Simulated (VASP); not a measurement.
# KSi16 (a cell with a defect) in VASP: notebook, part 2 of 2

VASP 6.6.1. Earlier steps stand in the parts before.

## Step 3: Single point, LDA

INCAR reads:

```
SYSTEM = KSi16
PREC     = Accurate       ! precision mode
ENCUT    = 520            ! plane-wave cutoff, eV
EDIFF    = 1E-6           ! SCF threshold, eV
ISMEAR   = 0              ! smearing method
SIGMA    = 0.02           ! smearing width, eV
LREAL    = Auto         
LASPH    = .True.         ! aspherical terms in the spheres
NELM     = 60             ! most SCF steps
ALGO     = Normal         ! electronic algorithm
ISIF     = 2              ! what is computed and relaxed
LWAVE    = .False.        ! write WAVECAR
LCHARG   = .False.        ! write CHGCAR
GGA      = CA             ! functional
NBANDS   = 50             ! bands
NELECT   = 72.0
```

KPOINTS reads:

```
regular mesh
0
Gamma
  3 3 3
  0 0 0
```

POSCAR reads:

```
KSi16
1.0
    0.0000000000      5.4019422760     -5.4019422760
    5.4019422760      5.4019422760      0.0000000000
    5.4019422760      0.0000000000     -5.4019422760
Si K
16 1
Direct
    0.1386402264      0.1292530472      0.1372807154
    0.1084799633      0.6754823198      0.1071198970
    0.5943859330      0.1292534174      0.1372820112
    0.6234287277      0.6124180584      0.1402869489
    0.1386426329      0.1292515663      0.5930258667
    0.1416482185      0.6124166700      0.6220681985
    0.6412852680      0.0770691316      0.6399242760
    0.6234289128      0.6124187988      0.6220679208
    0.2525064931      0.7602459060      0.2511462416
    0.2328158902      0.3024721325      0.2314561941
    0.7356635441      0.7602463688      0.2511457788
    0.7412148808      0.2306159408      0.2865167603
    0.2525067708      0.7602447028      0.7343036629
    0.2878772894      0.2306141821      0.7398554623
    0.7601090108      0.7205980370      0.7587480189
    0.7412155287      0.2306158482      0.7398552772
   -0.1036575312      0.3118972610     -0.1050172273
```

Potentials or basis: VASP PAW LDA potentials, release 64 (Si, K_sv).

The run is started by

```bash
$ cat potpaw_LDA.64/Si/POTCAR potpaw_LDA.64/K_sv/POTCAR > POTCAR
$ mpirun -np 1 vasp_std > vasp.out
```

OUTCAR:

```text
SYSTEM = KSi16
   PREC = Accurate
   ENCUT = 520
   EDIFF = 1E-6
   ISMEAR = 0
   LREAL = Auto
   LASPH = .True.
   NELM = 60
   ISIF = 2
   GGA = CA
   NELECT = 72.0

 ion  position               nearest neighbor table
   1  0.139  0.129  0.137-  10 2.28   9 2.30  12 2.49  14 2.49  17 2.66
   2  0.108  0.675  0.107-  10 2.33  11 2.34  13 2.34   9 2.34
   3  0.594  0.129  0.137-  10 2.28  11 2.30  12 2.49  16 2.49  17 2.66
   4  0.623  0.612  0.140-  11 2.32   9 2.32  15 2.38  12 2.38  17 2.96
   5  0.139  0.129  0.593-  10 2.28  13 2.30  14 2.49  16 2.49  17 2.66
   6  0.142  0.612  0.622-   9 2.32  13 2.32  15 2.38  14 2.38  17 2.96
[... 530 lines left out ...]
  Total        5.1029292      5.1029292      5.1029292     -0.8427038     -0.8427038     -0.8427038
  in kB       25.9328539     25.9328539     25.9328539     -4.2825826     -4.2825826     -4.2825826
  external PRESSURE =      25.9328539 kB  Pullay stress =       0.0000000 kB

 VOLUME and BASIS-vectors are now :
 -----------------------------------------------------------------------------
  energy-cutoff  :      520.00
  volume of cell :      315.27
      direct lattice vectors                 reciprocal lattice vectors
     0.000000000  5.401942276 -5.401942276    -0.092559301  0.092559301 -0.092559301
     5.401942276  5.401942276  0.000000000     0.092559301  0.092559301  0.092559301
     5.401942276  0.000000000 -5.401942276     0.092559301 -0.092559301 -0.092559301

 POSITION                                       TOTAL-FORCE (eV/Angst)
 -----------------------------------------------------------------------------------
      1.43980      1.44714     -1.49051        -0.133215     -0.133215     -0.020385
      4.22757      4.23492     -1.16466        -0.097899     -0.097899     -0.097899
      1.43981      3.90906     -3.95243        -0.133215     -0.020385     -0.133215
      4.06607      6.67597     -4.12555         0.005092     -0.004265     -0.004265
      3.90170      1.44715     -3.95243        -0.020385     -0.133215     -0.133215
      6.66862      4.07342     -4.12555        -0.004265      0.005092     -0.004265
[... 9 lines left out ...]
      5.24243      5.24978     -8.00066        -0.028739     -0.028739     -0.139992
      6.51950      6.52684     -9.67664         0.653667      0.653667      0.653667
 -----------------------------------------------------------------------------------
    total drift:                                0.002410     -0.000083     -0.011219

  FREE ENERGIE OF THE ION-ELECTRON SYSTEM (eV)
  ---------------------------------------------------
  free  energy   TOTEN  =       -98.3412908673 eV

  energy  without entropy=      -98.3412908673  energy(sigma->0) =      -98.34129087
```

OSZICAR:

```text
N       E                     dE             d eps       ncg     rms          rms(c)
DAV:   1     0.225592595331E+03    0.22559E+03   -0.28650E+04   600   0.122E+03
DAV:   2    -0.778956771456E+02   -0.30349E+03   -0.28962E+03   726   0.223E+02
DAV:   3    -0.999213085762E+02   -0.22026E+02   -0.21729E+02   878   0.510E+01
DAV:   4    -0.100723356307E+03   -0.80205E+00   -0.79994E+00   928   0.984E+00
DAV:   5    -0.100747494448E+03   -0.24138E-01   -0.24124E-01   848   0.134E+00    0.281E+01
DAV:   6    -0.990766903228E+02    0.16708E+01   -0.11675E+00   728   0.323E+00    0.161E+01
DAV:   7    -0.983418603477E+02    0.73483E+00   -0.20486E+00   736   0.407E+00    0.135E+00
DAV:   8    -0.983437829164E+02   -0.19226E-02   -0.15490E-01   736   0.144E+00    0.686E-01
DAV:   9    -0.983417836161E+02    0.19993E-02   -0.81563E-03   856   0.377E-01    0.320E-01
DAV:  10    -0.983412770375E+02    0.50658E-03   -0.33920E-03   720   0.203E-01    0.817E-02
DAV:  11    -0.983412817526E+02   -0.47151E-05   -0.30391E-04   800   0.743E-02    0.601E-02
DAV:  12    -0.983412927030E+02   -0.10950E-04   -0.72400E-05   800   0.373E-02    0.397E-02
DAV:  13    -0.983412907153E+02    0.19877E-05   -0.17781E-05   736   0.221E-02    0.930E-03
DAV:  14    -0.983412908673E+02   -0.15201E-06   -0.39248E-06   704   0.691E-03
   1 F= -.98341291E+02 E0= -.98341291E+02  d E =-.442639E-22
```

It took 2 min on 1 thread of Oxide Virtual Turin-like, shared host; peak memory 0.33 GiB.

Results:

```
Free energy   : -98.3413 eV
Largest force : 1.132 eV/Å
```

Forces on the atoms (eV/Å):
```
Si  -0.133 -0.133 -0.020
Si  -0.098 -0.098 -0.098
Si  -0.133 -0.020 -0.133
Si   0.005 -0.004 -0.004
Si  -0.020 -0.133 -0.133
Si  -0.004  0.005 -0.004
Si   0.097  0.097  0.097
Si  -0.004 -0.004  0.005
Si  -0.082 -0.082 -0.039
Si  -0.116 -0.116 -0.116
Si  -0.082 -0.039 -0.082
Si  -0.140 -0.029 -0.029
Si  -0.039 -0.082 -0.082
Si  -0.029 -0.140 -0.029
Si   0.155  0.155  0.155
Si  -0.029 -0.029 -0.140
K    0.654  0.654  0.654
```

Caveat: the cell carries a net charge on a neutralising background, which shifts energy and pressure; the cell is charged against a uniform background, so pressure and absolute levels hang on convention.
